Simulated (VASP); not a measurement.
# H2ClF in VASP: further runs, part 2 of 2

VASP 6.6.1. The steps go on from the part before.

## (3) Single point, r2SCAN+D3(BJ)

File POSCAR:

```
H2ClF
1.0
    6.1224830000      0.0000000000      0.0000000000
    0.0000000000      6.1224830000      0.0000000000
    0.0000000000      0.0000000000      6.1224830000
F H Cl
3 6 3
Direct
    0.6589646717      0.1117683789      0.2047045292
    0.9700639430      0.2031202047      0.9025259850
    0.4820266549      0.7584831187      0.3028183173
    0.6200588879      0.2147658066      0.0922501541
    1.0582961194      0.0800002221      0.8778464554
    0.5476209571      0.8962213533      0.2486082852
    0.9776915673      0.7541548094      0.2516462684
    0.5129454831      0.5956896900      1.0710850483
    0.0873011816      0.1971095714      0.1857416346
    1.0181653424      0.6735829238      0.0641079771
    0.4959589108      0.4493765030      0.9077689558
    0.1500534995      0.2183917865      0.3829982051
```

File INCAR.step1:

```
SYSTEM = H2ClF
PREC = Accurate
ENCUT = 520
ISMEAR = -1
SIGMA = 0.05
LREAL = .FALSE.
LASPH = .TRUE.
NELM = 80
NBANDS = 36
GGA = PE
ALGO = Normal
EDIFF = 1E-4
LWAVE = .TRUE.
LCHARG = .FALSE.
```

File INCAR.step2:

```
SYSTEM = H2ClF
PREC = Accurate
ENCUT = 520
EDIFF = 1E-6
ISMEAR = -1
SIGMA = 0.05
LREAL = .FALSE.
LASPH = .TRUE.
NELM = 80
ALGO = Normal
ISIF = 2
LWAVE = .FALSE.
LCHARG = .FALSE.
METAGGA = R2SCAN
LMIXTAU = .TRUE.
IVDW = 12
VDW_S6 = 1.0
VDW_S8 = 0.78981345
VDW_A1 = 0.49484001
VDW_A2 = 5.73083694
NBANDS = 36
ISTART = 1
```

File KPOINTS:

```
Automatic mesh
0
G
  1 1 1
  0 0 0
```

Potentials or basis: VASP PAW PBE potentials, release 64 (F, H, Cl).

The run is started by

```sh
$ cat potpaw_PBE.64/F/POTCAR potpaw_PBE.64/H/POTCAR potpaw_PBE.64/Cl/POTCAR > POTCAR
$ cp INCAR.step1 INCAR
$ mpirun -np 1 vasp_gam > vasp.out
$ cp INCAR.step2 INCAR
$ mpirun -np 1 vasp_gam > vasp.out
```

OUTCAR:

```text
SYSTEM = H2ClF
   PREC = Accurate
   ENCUT = 520
   EDIFF = 1E-6
   ISMEAR = -1
   LREAL = .FALSE.
   LASPH = .TRUE.
   NELM = 80
   ISIF = 2
   METAGGA = R2SCAN
   IVDW = 12
   ISTART = 1
 IVDW          = 12

 ion  position               nearest neighbor table
   1  0.659  0.112  0.205-   4 0.96
   2  0.970  0.203  0.903-   5 0.94
   3  0.482  0.758  0.303-   6 0.99
   4  0.620  0.215  0.092-   1 0.96
   5  0.058  0.080  0.878-   2 0.94
   6  0.548  0.896  0.249-   3 0.99
   7  0.978  0.754  0.252-  10 1.27
   8  0.513  0.596  0.071-  11 1.35
   9  0.087  0.197  0.186-  12 1.27
  10  0.018  0.674  0.064-   7 1.27
  11  0.496  0.449  0.908-   8 1.35
  12  0.150  0.218  0.383-   9 1.27

  LATTYP: Found a simple cubic cell.
 ALAT       =     6.1224830000

  Lattice vectors:

 A1 = (   6.1224830000,   0.0000000000,   0.0000000000)
 A2 = (   0.0000000000,   6.1224830000,   0.0000000000)
 A3 = (   0.0000000000,   0.0000000000,   6.1224830000)

Analysis of symmetry for initial positions (statically):
=====================================================================
 Subroutine PRICEL returns:
 Original cell was already a primitive cell.

 Routine SETGRP: Setting up the symmetry group for a
 simple cubic supercell.

 Subroutine GETGRP returns: Found  1 space group operations
 (whereof  1 operations were pure point group operations)
 out of a pool of 48 trial point group operations.

The static configuration has the point symmetry C_1 .

Analysis of symmetry for dynamics (positions and initial velocities):
=====================================================================
 Subroutine PRICEL returns:
 Original cell was already a primitive cell.

 Routine SETGRP: Setting up the symmetry group for a
 simple cubic supercell.

 Subroutine GETGRP returns: Found  1 space group operations
 (whereof  1 operations were pure point group operations)
 out of a pool of 48 trial point group operations.

The dynamic configuration has the point symmetry C_1 .

 Subroutine INISYM returns: Found  1 space group operations
 (whereof  1 operations are pure point group operations),
 and found     1 'primitive' translations

----------------------------------------------------------------------------------------

                                     Primitive cell

  volume of cell :     229.5000

  direct lattice vectors                    reciprocal lattice vectors
     6.122483000  0.000000000  0.000000000     0.163332426  0.000000000  0.000000000
     0.000000000  6.122483000  0.000000000     0.000000000  0.163332426  0.000000000
     0.000000000  0.000000000  6.122483000     0.000000000  0.000000000  0.163332426

  length of vectors
     6.122483000  6.122483000  6.122483000     0.163332426  0.163332426  0.163332426

  position of ions in fractional coordinates (direct lattice)
     0.658964672  0.111768379  0.204704529
     0.970063943  0.203120205  0.902525985
[... 48 lines left out ...]
 ===========================================

 Found      1 irreducible k-points:

 Following reciprocal coordinates:
            Coordinates               Weight
  0.000000  0.000000  0.000000      1.000000
   k-points           NKPTS =      1   k-points in BZ     NKDIM =      1   number of bands    NBANDS=     36
   number of dos      NEDOS =    301   number of ions     NIONS =     12
   total plane-waves  NPLWV = 110592
   dimension x,y,z NGX =    48 NGY =   48 NGZ =   48
   dimension x,y,z NGXF=    96 NGYF=   96 NGZF=   96
   ions per type =               3   6   3
   NGX,Y,Z   is equivalent  to a cutoff of  13.03, 13.03, 13.03 a.u.
   NGXF,Y,Z  is equivalent  to a cutoff of  26.07, 26.07, 26.07 a.u.
 SYSTEM =  H2ClF
   PREC   = accura    normal or accurate (medium, high low for compatibility)
   ISTART =      1    job   : 0-new  1-cont  2-samecut
   ICHARG =      0    charge: 1-file 2-atom 10-const
   ISPIN  =      1    spin polarized calculation?
   LNONCOLLINEAR =      F non collinear calculations
   LSORBIT =      F    spin-orbit coupling
   LASPH  =      T    aspherical Exc in radial PAW
   ENCUT  =  520.0 eV  38.22 Ry    6.18 a.u.  11.38 11.38 11.38*2*pi/ulx,y,z
   NELM   =     80;   NELMIN=  2; NELMDL=  0     # of ELM steps
   EDIFF  = 0.1E-05   stopping-criterion for ELM
   LREAL  =      F    real-space projection
   EDIFFG = 0.1E-04   stopping-criterion for IOM
   NSW    =      0    number of steps for IOM
   IBRION =     -1    ionic relax: 0-MD 1-quasi-New 2-CG
   NFREE  =      0    steps in history (QN), initial steepest desc. (CG)
   ISIF   =      2    stress and relaxation
   ISYM   =      2    0-nonsym 1-usesym 2-fastsym
   POTIM  = 0.5000    time-step for ionic-motion
   TEBEG  =    0.0;   TEEND  =   0.0 temperature during run
   PSTRESS=    0.0 pullay stress
   NELECT =      48.0000    total number of electrons
   NUPDOWN=      -1.0000    fix difference up-down
   EMIN   =  10.00;   EMAX   =-10.00  energy-range for DOS
   EFERMI =   0.00;   METHOD = LEGACY
   ISMEAR =    -1;   SIGMA  =   0.05  broadening in eV -4-tet -1-fermi 0-gaus
   EFERMI_NEDOS =   21; number of points for ismear=-14 and -15
   IALGO  =     38    algorithm
   IMIX   =      4    mixing-type and parameters
     AMIX     =   0.40;   BMIX     =  1.00
     AMIX_MAG =   1.60;   BMIX_MAG =  1.00
  volume/ion in A,a.u.               =      19.13       129.06
  Fermi-wavevector in a.u.,A,eV,Ry     =   0.971764  1.836368 12.848336  0.944326
  Thomas-Fermi vector in A             =   2.102008
   LORBIT       =      0    0 simple, 1 ext, 2 COOP (PROOUT), +10 PAW based schemes
   METAGGA = R2SCAN    functional components
   LHFCALC =     F    Hartree Fock is set to
   AEXX    =    0.0000 exact exchange contribution
   IVDW    =    12    specifies the selected vdW correction
   LEPSILON=     F    determine dielectric tensor
   LRPA    =     F    only Hartree local field effects (RPA)
 non-spin polarized calculation
  energy-cutoff  :      520.00
  volume of cell :      229.50
 maximum number of plane-waves:      3094
 NGX is ok and might be reduce to    48
   NGX = 23   NGY = 23   NGZ = 23

 number of electron      47.9999998 magnetization

 Free energy of the ion-electron system (eV)
  ---------------------------------------------------
  ext. energy  EPLUGINS =         0.00000000
  ---------------------------------------------------
  free energy    TOTEN  =       -60.14135779 eV

  energy without entropy =      -60.14135779  energy(sigma->0) =      -60.14135779

 E-fermi :  -3.0168     XC(G=0):  -6.2872

 val. band max:       -4.2261397951   @ k =   0.0000   0.0000   0.0000
 cond. band min:       1.7544839931   @ k =   0.0000   0.0000   0.0000
 fundamental gap:      5.9806237882
 Fermi energy:        -3.0168372781

 k-point     1 :       0.0000    0.0000    0.0000
  band No.  band energies     occupation
      1     -28.7738      2.00000
      2     -28.6506      2.00000
      3     -27.7010      2.00000
      4     -18.8041      2.00000
      5     -18.5454      2.00000
      6     -18.2441      2.00000
[... 28 lines left out ...]
     35       7.5913      0.00000
     36       7.9337      0.00000

------------------------ aborting loop because EDIFF is reached ----------------------------------------

 Edisp (eV)   -0.26035

 E8    (eV) :    -0.0510

  FORCE on cell =-STRESS in cart. coord.  units (eV):
  Direction    XX          YY          ZZ          XY          YZ          ZX
  --------------------------------------------------------------------------------------
  -------------------------------------------------------------------------------------
  Total       0.54700    -1.28341     0.68456    -0.53453     0.24857     0.41387
  in kB       3.81871    -8.95972     4.77901    -3.73165     1.73529     2.88929
  external pressure =       -0.12 kB  Pullay stress =        0.00 kB

 VOLUME and BASIS-vectors are now :
 -----------------------------------------------------------------------------
  energy-cutoff  :      520.00
  volume of cell :      229.50
      direct lattice vectors                 reciprocal lattice vectors
     6.122483000  0.000000000  0.000000000     0.163332426  0.000000000  0.000000000
     0.000000000  6.122483000  0.000000000     0.000000000  0.163332426  0.000000000
     0.000000000  0.000000000  6.122483000     0.000000000  0.000000000  0.163332426

 POSITION                                       TOTAL-FORCE (eV/Angst)
 -----------------------------------------------------------------------------------
      4.03450      0.68430      1.25330         0.041802     -0.225195     -0.032440
      5.93920      1.24360      5.52570         0.261402     -0.450175     -0.188806
      2.95120      4.64380      1.85400         0.708308      0.919686     -0.769272
      3.79630      1.31490      0.56480        -0.110780      0.095306      0.009013
      0.35692      0.48980      5.37460        -0.362104      0.097844     -0.155078
      3.35280      5.48710      1.52210        -0.577958     -0.783784      0.661137
      5.98590      4.61730      1.54070         0.031688      0.121625      0.174571
      3.14050      3.64710      0.43522        -0.266449     -0.640622     -0.397051
      0.53450      1.20680      1.13720        -0.195484      0.162294     -0.172597
      0.11122      4.12400      0.39250        -0.104218      0.285785     -0.103695
      3.03650      2.75130      5.55780         0.219444      0.434694      0.464534
      0.91870      1.33710      2.34490         0.354351     -0.017459      0.509685
 -----------------------------------------------------------------------------------
    total drift:                               -0.003368      0.002915      0.001566

  FREE ENERGIE OF THE ION-ELECTRON SYSTEM (eV)
  ---------------------------------------------------
  free  energy   TOTEN  =       -60.4017105568 eV

  energy  without entropy=      -60.4017105567  energy(sigma->0) =      -60.40171056
```

Run time: 60 s. Hardware: 1 thread of Intel Xeon Platinum 8259CL at 2.50GHz (Skylake/Cascade Lake), shared host; peak memory 0.33 GiB.

Results:

| Item | Value |
| --- | --- |
| Free energy | -60.4017 eV |
| Pressure | 0.0 GPa |
| Largest force | 1.393 eV/Å |
| Dispersion energy per atom | -0.022 eV |

Forces in eV/Å, atoms in the order of the input:
```
F    0.042 -0.225 -0.032
F    0.261 -0.450 -0.189
F    0.708  0.920 -0.769
H   -0.111  0.095  0.009
H   -0.362  0.098 -0.155
H   -0.578 -0.784  0.661
H    0.032  0.122  0.175
H   -0.266 -0.641 -0.397
H   -0.195  0.162 -0.173
Cl  -0.104  0.286 -0.104
Cl   0.219  0.435  0.465
Cl   0.354 -0.017  0.510
```

Stress tensor (GPa, compression positive):
```
 0.38 -0.37  0.29
-0.37 -0.90  0.17
 0.29  0.17  0.48
```

Caveat: the k points lie up to 1.03 Å⁻¹ apart; the PAW data sets were made with another functional, which shifts forces and pressure a little.

## (4) Molecular dynamics, r2SCAN+D3(BJ)

File POSCAR:

```
H2ClF
1.0
    6.1224830000      0.0000000000      0.0000000000
    0.0000000000      6.1224830000      0.0000000000
    0.0000000000      0.0000000000      6.1224830000
F H Cl
3 6 3
Direct
    0.6470352000      0.0798672500      0.1658785500
    0.9537677700      0.1655516300      0.8444290300
    0.4971379600      0.7309516300      0.3211714700
    0.5986188100      0.1961206100      0.0741628400
    0.9611767200      0.0179404500      0.8847717800
    0.5058619200      0.8785541600      0.2775833200
    0.8825307500      0.7707008700      0.2054773600
    0.4642167000      0.5589036800      1.0800866900
    0.1033681900      0.2550984300      0.1524570300
    1.0070133100      0.7127824300      0.0460663000
    0.4845634200      0.4483679600      0.8983539900
    0.1778328500      0.2394458900      0.3496622500
```

File INCAR.step1:

```
  PREC = Accurate
  ENCUT = 520
  ISMEAR = -1
  SIGMA = 0.05
  LREAL = False
  LASPH = True
  NELM = 80
  NBANDS = 36
  ISYM = 0
  GGA = PE
  ALGO = Normal
  EDIFF = 1E-4
  LWAVE = True
  LCHARG = False
```

File INCAR.step2:

```
  PREC = Accurate
  ENCUT = 520
  EDIFF = 1E-5
  ISMEAR = -1
  SIGMA = 0.05
  LREAL = False
  LASPH = True
  NELM = 80
  ALGO = Normal
  ISIF = 2
  LWAVE = False
  LCHARG = False
  METAGGA = R2SCAN
  LMIXTAU = True
  IVDW = 12
  VDW_S6 = 1.0
  VDW_S8 = 0.78981345
  VDW_A1 = 0.49484001
  VDW_A2 = 5.73083694
  NBANDS = 36
  IBRION = 0
  NSW = 40
  POTIM = 0.5
  TEBEG = 350.0
  TEEND = 350.0
  ISYM = 0
  NELMIN = 4
  RANDOM_SEED = 766059 0 0
  MDALGO = 3
  LANGEVIN_GAMMA = 20 20 20
  ISTART = 1
```

File KPOINTS:

```
Automatic mesh
0
Gamma
  1 1 1
```

The run is started by

```sh
$ cat potpaw_PBE.64/F/POTCAR potpaw_PBE.64/H/POTCAR potpaw_PBE.64/Cl/POTCAR > POTCAR
$ cp INCAR.step1 INCAR
$ mpirun -np 1 vasp_gam > vasp.out
$ cp INCAR.step2 INCAR
$ mpirun -np 1 vasp_gam > vasp.out
```

Wall time 22 min (1 thread of Intel Xeon Platinum 8259CL at 2.50GHz (Skylake/Cascade Lake), shared host); peak memory 0.38 GiB.

The run converged. Its results:

```
Dispersion energy per atom : -0.022 eV
```

Caveat: the k points lie up to 1.03 Å⁻¹ apart; the PAW data sets were made with another functional, which shifts forces and pressure a little.

## (5) The runs side by side

| task | cell | pressure (GPa) | largest force (eV/Å) |
| --- | --- | --- | --- |
| single point | as given, atomic positions A | 1.5 | 1.99 |
| single point | as given, atomic positions B | 0.0 | 1.39 |
| molecular dynamics | as given, atomic positions C | - | - |

Alike in all rows: level r2SCAN+D3(BJ); potentials or basis VASP PAW PBE potentials, release 64 (F, H, Cl); no spin polarisation; k mesh 1 × 1 × 1; cutoff (eV) 520; smearing fermi-dirac 0.05 eV.

Caveats: all runs use coarse meshes; the PAW data sets were made with another functional, which shifts forces and pressure a little.

Absolute energies hang on the potentials; compare differences alone.
